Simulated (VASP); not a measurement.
# B3As4 (P-43m) in VASP: further runs

The runs below take B3As4 through single point, with PBE.

Everything below comes from runs of VASP 6.6.1. Logs are shortened: lines on timing, memory, paths and dates and some standing lists are left out, and cuts for length are marked.

### 1 The cell of the first run

The structure is cubic, space group P-43m (No. 215). Conventional cell: a = 4.570 Å, b = 4.570 Å, c = 4.570 Å, α = 90.00°, β = 90.00°, γ = 90.00°. B (site symmetry -42m) has 4 As at 2.01 Å within 2.7 Å. As (site symmetry 3m) has 3 B at 2.01 Å within 2.7 Å.

### 2 Single point, PBE (13.64 Å³/atom)

INCAR

```
PREC     = Accurate       # precision mode
ENCUT    = 500            # plane-wave cutoff, eV
EDIFF    = 1E-6           # SCF threshold, eV
ISMEAR   = 0              # smearing method
SIGMA    = 0.1            # smearing width, eV
LREAL    = False          # projectors in reciprocal space
LASPH    = True           # aspherical terms in the spheres
NELM     = 120            # most SCF steps
ALGO     = Normal         # electronic algorithm
ISIF     = 2              # what is computed and relaxed
LWAVE    = False          # write WAVECAR
LCHARG   = True           # write CHGCAR
GGA      = PE             # functional
LELF     = True           # ELF
LVHAR    = True         
NBANDS   = 24             # bands
GGA_COMPAT= False
```

KPOINTS

```
regular mesh
0
Gamma
  6 6 6
```

POSCAR

```
B3As4
1.0
    4.5700174331      0.0000000000      0.0000000000
    0.0000000000      4.5700174331      0.0000000000
    0.0000000000      0.0000000000      4.5700174331
B As
3 4
Direct
    0.5000000000      0.0000000000      0.5000000000
    0.0000000000      0.5000000000      0.5000000000
    0.5000000000      0.5000000000      0.0000000000
    0.7594985086      0.7594985086      0.2405014914
    0.2405014914      0.2405014914      0.2405014914
    0.7594985086      0.2405014914      0.7594985086
    0.2405014914      0.7594985086      0.7594985086
```

Potentials or basis: VASP PAW PBE potentials, release 64 (B, As).

Started as:

```sh
cat potpaw_PBE.64/B/POTCAR potpaw_PBE.64/As/POTCAR > POTCAR
mpirun -np 1 vasp_std > vasp.out
```

OUTCAR:

```text
PREC = Accurate
   ENCUT = 500
   EDIFF = 1E-6
   ISMEAR = 0
   LREAL = False
   LASPH = True
   NELM = 120
   ISIF = 2
   GGA = PE

 ion  position               nearest neighbor table
   1  0.500  0.000  0.500-   4 2.01   5 2.01   6 2.01   7 2.01
   2  0.000  0.500  0.500-   4 2.01   5 2.01   6 2.01   7 2.01
   3  0.500  0.500  0.000-   4 2.01   5 2.01   6 2.01   7 2.01
   4  0.759  0.759  0.241-   1 2.01   2 2.01   3 2.01
   5  0.241  0.241  0.241-   1 2.01   2 2.01   3 2.01
   6  0.759  0.241  0.759-   1 2.01   2 2.01   3 2.01
   7  0.241  0.759  0.759-   1 2.01   2 2.01   3 2.01

  LATTYP: Found a simple cubic cell.
 ALAT       =     4.5700174331

  Lattice vectors:

 A1 = (   4.5700174331,   0.0000000000,   0.0000000000)
 A2 = (   0.0000000000,   4.5700174331,   0.0000000000)
 A3 = (   0.0000000000,   0.0000000000,   4.5700174331)

Analysis of symmetry for initial positions (statically):
=====================================================================
 Subroutine PRICEL returns:
 Original cell was already a primitive cell.

 Routine SETGRP: Setting up the symmetry group for a
 simple cubic supercell.

 Subroutine GETGRP returns: Found 24 space group operations
 (whereof 24 operations were pure point group operations)
 out of a pool of 48 trial point group operations.

The static configuration has the point symmetry T_d .

Analysis of symmetry for dynamics (positions and initial velocities):
=====================================================================
 Subroutine PRICEL returns:
 Original cell was already a primitive cell.

 Routine SETGRP: Setting up the symmetry group for a
 simple cubic supercell.

 Subroutine GETGRP returns: Found 24 space group operations
 (whereof 24 operations were pure point group operations)
 out of a pool of 48 trial point group operations.

The dynamic configuration has the point symmetry T_d .

 Subroutine INISYM returns: Found 24 space group operations
 (whereof 24 operations are pure point group operations),
 and found     1 'primitive' translations

----------------------------------------------------------------------------------------

                                     Primitive cell

  volume of cell :      95.4451

  direct lattice vectors                    reciprocal lattice vectors
     4.570017433  0.000000000  0.000000000     0.218817546  0.000000000  0.000000000
     0.000000000  4.570017433  0.000000000     0.000000000  0.218817546  0.000000000
     0.000000000  0.000000000  4.570017433     0.000000000  0.000000000  0.218817546

  length of vectors
     4.570017433  4.570017433  4.570017433     0.218817546  0.218817546  0.218817546

  position of ions in fractional coordinates (direct lattice)
     0.500000000  0.000000000  0.500000000
     0.000000000  0.500000000  0.500000000
     0.500000000  0.500000000  0.000000000
     0.759498509  0.759498509  0.240501491
     0.240501491  0.240501491  0.240501491
     0.759498509  0.240501491  0.759498509
     0.240501491  0.759498509  0.759498509

  ion indices of the primitive-cell ions
   primitive index   ion index
                 1           1
                 2           2
                 3           3
                 4           4
                 5           5
                 6           6
                 7           7

----------------------------------------------------------------------------------------

 KPOINTS: regular mesh

Automatic generation of k-mesh.
 Grid dimensions read from file:
 generate k-points for:    6    6    6

 Generating k-lattice:

  Cartesian coordinates                     Fractional coordinates (reciprocal lattice)
     0.036469591  0.000000000  0.000000000     0.166666667  0.000000000  0.000000000
     0.000000000  0.036469591  0.000000000     0.000000000  0.166666667  0.000000000
     0.000000000  0.000000000  0.036469591     0.000000000  0.000000000  0.166666667

  Length of vectors
     0.036469591  0.036469591  0.036469591

  Shift w.r.t. Gamma in fractional coordinates (k-lattice)
     0.000000000  0.000000000  0.000000000

 Subroutine IBZKPT returns following result:
 ===========================================

 Found     20 irreducible k-points:

 Following reciprocal coordinates:
            Coordinates               Weight
  0.000000  0.000000  0.000000      1.000000
  0.166667  0.000000  0.000000      6.000000
  0.333333  0.000000  0.000000      6.000000
  0.500000  0.000000  0.000000      3.000000
  0.166667  0.166667  0.000000     12.000000
  0.333333  0.166667  0.000000     24.000000
[... 12 lines left out ...]
  0.500000  0.500000  0.333333      6.000000
  0.500000  0.500000  0.500000      1.000000
   k-points           NKPTS =     20   k-points in BZ     NKDIM =     20   number of bands    NBANDS=     24
   number of dos      NEDOS =    301   number of ions     NIONS =      7
   total plane-waves  NPLWV =  46656
   dimension x,y,z NGX =    36 NGY =   36 NGZ =   36
   dimension x,y,z NGXF=    72 NGYF=   72 NGZF=   72
   ions per type =               3   4
   NGX,Y,Z   is equivalent  to a cutoff of  13.10, 13.10, 13.10 a.u.
   NGXF,Y,Z  is equivalent  to a cutoff of  26.19, 26.19, 26.19 a.u.
 SYSTEM =  unknown system
   PREC   = accura    normal or accurate (medium, high low for compatibility)
   ISTART =      0    job   : 0-new  1-cont  2-samecut
   ICHARG =      2    charge: 1-file 2-atom 10-const
   ISPIN  =      1    spin polarized calculation?
   LNONCOLLINEAR =      F non collinear calculations
   LSORBIT =      F    spin-orbit coupling
   LASPH  =      T    aspherical Exc in radial PAW
   ENCUT  =  500.0 eV  36.75 Ry    6.06 a.u.   8.33  8.33  8.33*2*pi/ulx,y,z
   NELM   =    120;   NELMIN=  2; NELMDL= -5     # of ELM steps
   EDIFF  = 0.1E-05   stopping-criterion for ELM
   LREAL  =      F    real-space projection
   EDIFFG = 0.1E-04   stopping-criterion for IOM
   NSW    =      0    number of steps for IOM
   IBRION =     -1    ionic relax: 0-MD 1-quasi-New 2-CG
   NFREE  =      0    steps in history (QN), initial steepest desc. (CG)
   ISIF   =      2    stress and relaxation
   ISYM   =      2    0-nonsym 1-usesym 2-fastsym
   POTIM  = 0.5000    time-step for ionic-motion
   TEBEG  =    0.0;   TEEND  =   0.0 temperature during run
   PSTRESS=    0.0 pullay stress
   NELECT =      29.0000    total number of electrons
   NUPDOWN=      -1.0000    fix difference up-down
   EMIN   =  10.00;   EMAX   =-10.00  energy-range for DOS
   EFERMI =   0.00;   METHOD = LEGACY
   ISMEAR =     0;   SIGMA  =   0.10  broadening in eV -4-tet -1-fermi 0-gaus
   EFERMI_NEDOS =   21; number of points for ismear=-14 and -15
   IALGO  =     38    algorithm
   IMIX   =      4    mixing-type and parameters
     AMIX     =   0.40;   BMIX     =  1.00
     AMIX_MAG =   1.60;   BMIX_MAG =  1.00
  volume/ion in A,a.u.               =      13.64        92.01
  Fermi-wavevector in a.u.,A,eV,Ry     =   1.100583  2.079801 16.480518  1.211284
  Thomas-Fermi vector in A             =   2.236997
   LORBIT       =      0    0 simple, 1 ext, 2 COOP (PROOUT), +10 PAW based schemes
   GGA     = PE    functional components
   LHFCALC =     F    Hartree Fock is set to
   AEXX    =    0.0000 exact exchange contribution
   IVDW    =     0    specifies the selected vdW correction
   LEPSILON=     F    determine dielectric tensor
   LRPA    =     F    only Hartree local field effects (RPA)
 non-spin polarized calculation
 Gauss-broadening in eV      SIGMA  =   0.10
  energy-cutoff  :      500.00
  volume of cell :       95.45
 maximum number of plane-waves:      2469
 NGX is ok and might be reduce to    36
   NGX = 17   NGY = 17   NGZ = 17

 number of electron      28.9999998 magnetization

 Free energy of the ion-electron system (eV)
  ---------------------------------------------------
  ext. energy  EPLUGINS =         0.00000000
  ---------------------------------------------------
  free energy    TOTEN  =       -36.63125485 eV

  energy without entropy =      -36.62544804  energy(sigma->0) =      -36.62835145

 E-fermi :   6.5945     XC(G=0): -10.8834

 val. band max:        6.5870388236   @ k =   0.3333   0.0000   0.0000
 cond. band min:       6.6805148348   @ k =   0.5000   0.3333   0.0000
 fundamental gap:      0.0934760111
 Fermi energy:         6.5945321571

 k-point     1 :       0.0000    0.0000    0.0000
  band No.  band energies     occupation
      1      -9.1740      2.00000
      2      -4.3394      2.00000
      3      -4.3394      2.00000
      4      -4.3394      2.00000
      5      -2.2605      2.00000
      6      -2.2605      2.00000
[... 16 lines left out ...]
     23      11.3571      0.00000
     24      11.3571      0.00000

 k-point     2 :       0.1667    0.0000    0.0000
  band No.  band energies     occupation
      1      -9.0047      2.00000
      2      -5.2209      2.00000
      3      -4.2889      2.00000
      4      -4.2889      2.00000
      5      -2.1385      2.00000
      6      -1.4333      2.00000
[... 16 lines left out ...]
     23      11.2759      0.00000
     24      12.3715      0.00000

 k-point     3 :       0.3333    0.0000    0.0000
  band No.  band energies     occupation
      1      -8.5035      2.00000
      2      -6.5193      2.00000
      3      -4.1815      2.00000
      4      -4.1815      2.00000
      5      -1.8330      2.00000
      6      -0.3923      2.00000
[... 16 lines left out ...]
     23      12.5197      0.00000
     24      14.0989      0.00000
[... 406 lines left out ...]
 k-point    19 :       0.5000    0.5000    0.3333
  band No.  band energies     occupation
      1      -6.1696      2.00000
      2      -6.1696      2.00000
      3      -6.1503      2.00000
      4      -5.3673      2.00000
      5      -2.0246      2.00000
      6      -2.0246      2.00000
[... 16 lines left out ...]
     23      12.2521      0.00000
     24      12.3204      0.00000

 k-point    20 :       0.5000    0.5000    0.5000
  band No.  band energies     occupation
      1      -6.0313      2.00000
      2      -6.0313      2.00000
      3      -6.0313      2.00000
      4      -5.2213      2.00000
      5      -2.4645      2.00000
      6      -2.4645      2.00000
[... 16 lines left out ...]
     23      11.9890      0.00000
     24      11.9890      0.00000

------------------------ aborting loop because EDIFF is reached ----------------------------------------

  FORCE on cell =-STRESS in cart. coord.  units (eV):
  Direction    XX          YY          ZZ          XY          YZ          ZX
  --------------------------------------------------------------------------------------
  -------------------------------------------------------------------------------------
  Total        9.4832809      9.4832809      9.4832809      0.0000000      0.0000000      0.0000000
  in kB      159.1899434    159.1899434    159.1899434      0.0000000      0.0000000      0.0000000
  external PRESSURE =     159.1899434 kB  Pullay stress =       0.0000000 kB

 VOLUME and BASIS-vectors are now :
 -----------------------------------------------------------------------------
  energy-cutoff  :      500.00
  volume of cell :       95.45
      direct lattice vectors                 reciprocal lattice vectors
     4.570017433  0.000000000  0.000000000     0.218817546  0.000000000  0.000000000
     0.000000000  4.570017433  0.000000000     0.000000000  0.218817546  0.000000000
     0.000000000  0.000000000  4.570017433     0.000000000  0.000000000  0.218817546

 POSITION                                       TOTAL-FORCE (eV/Angst)
 -----------------------------------------------------------------------------------
      2.28501      0.00000      2.28501         0.000000      0.000000      0.000000
      0.00000      2.28501      2.28501         0.000000      0.000000      0.000000
      2.28501      2.28501      0.00000         0.000000      0.000000     -0.000000
      3.47092      3.47092      1.09910         0.036896      0.036896     -0.036896
      1.09910      1.09910      1.09910        -0.036896     -0.036896     -0.036896
      3.47092      1.09910      3.47092         0.036896     -0.036896      0.036896
      1.09910      3.47092      3.47092        -0.036896      0.036896      0.036896
 -----------------------------------------------------------------------------------
    total drift:                                0.000000      0.000000      0.000000

  FREE ENERGIE OF THE ION-ELECTRON SYSTEM (eV)
  ---------------------------------------------------
  free  energy   TOTEN  =       -36.6312548518 eV

  energy  without entropy=      -36.6254480430  energy(sigma->0) =      -36.62835145
```

Run time: 29 s. Hardware: 1 thread of Intel Xeon Platinum 8375C at 2.90GHz (Ice Lake), shared host; peak memory 0.21 GiB.

What came out:

```yaml
Free_energy: -36.6313 eV
Pressure: 15.9 GPa
Largest_force: 0.064 eV/Å
Band_gap_on_the_k_mesh: zero (an odd number of electrons rules out a gap without spin polarisation)
```

Forces on the atoms (eV/Å):
```
B    0.000  0.000  0.000
B    0.000  0.000  0.000
B    0.000  0.000  0.000
As   0.037  0.037 -0.037
As  -0.037 -0.037 -0.037
As   0.037 -0.037  0.037
As  -0.037  0.037  0.037
```

Levels at points of the mesh, in eV from the Fermi level:
| k point | band 10 | band 11 | band 12 | band 13 | band 14 | band 15 | band 16 | band 17 | band 18 | band 19 |
| --- | --- | --- | --- | --- | --- | --- | --- | --- | --- | --- |
| (0.00, 0.00, 0.00) | -4.27 | -2.62 | -2.62 | -2.62 | 1.48 | 1.48 | 1.48 | 1.59 | 1.59 | 2.78 |
| (0.50, 0.00, 0.00) | -4.93 | -2.48 | -2.48 | -2.48 | -2.30 | -0.55 | -0.55 | 2.41 | 2.68 | 5.56 |
| (0.50, 0.50, 0.00) | -4.95 | -3.73 | -3.62 | -1.90 | -1.51 | 0.51 | 0.51 | 4.29 | 4.29 | 4.78 |
| (0.50, 0.50, 0.50) | -1.72 | -1.72 | -1.33 | -1.33 | 1.25 | 1.25 | 1.25 | 3.99 | 3.99 | 3.99 |

Caveat: the cell stands under pressure.

(Continued in part 2 of 2.)

The gap in the log of VASP goes by the Fermi energy; the results here count the filled bands.